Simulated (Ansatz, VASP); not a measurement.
NaI in VASP and in Ansatz

```xyz
2
Lattice="-0.0647 3.2040 3.2040 3.2040 -0.0647 3.2040 3.2040 3.2040 -0.0647" Properties=species:S:1:pos:R:3 pbc="T T T"
Na    0.0000    0.0000    0.0000
I     3.1717    3.1717    3.1717
```

Change from the starting cell: equal xy, yz and zx shear strains of -2 %.

Alike in both runs: task single point; functional LDA; k mesh 8 × 8 × 8; occupations fermi-dirac, width 0.02 eV; no spin polarisation.

|  | VASP | Ansatz |
| --- | --- | --- |
| version | VASP 6.6.1 | Ansatz 0.2.0 |
| potentials or method | VASP PAW LDA potentials, release 64 (Na_pv, I), cutoff 520 eV | all-electron LAPW, scalar-relativistic |

|  | VASP | Ansatz | Ansatz less VASP |
| --- | --- | --- | --- |
| gap on the k mesh at the Fermi level (eV) | 3.26 | 3.24 | -0.013 |
| pressure (GPa) | -1.6 | -1.6 | -0.01 |
| traceless stress, the component that is largest in VASP (GPa) | 0.13 | 0.13 | 0.000 |

LDA's correlation is that of Perdew and Zunger in VASP and of Perdew and Wang (1992) in Ansatz. Ansatz ran all-electron here, and VASP with PAW potentials.

Neither program's run includes spin-orbit coupling.
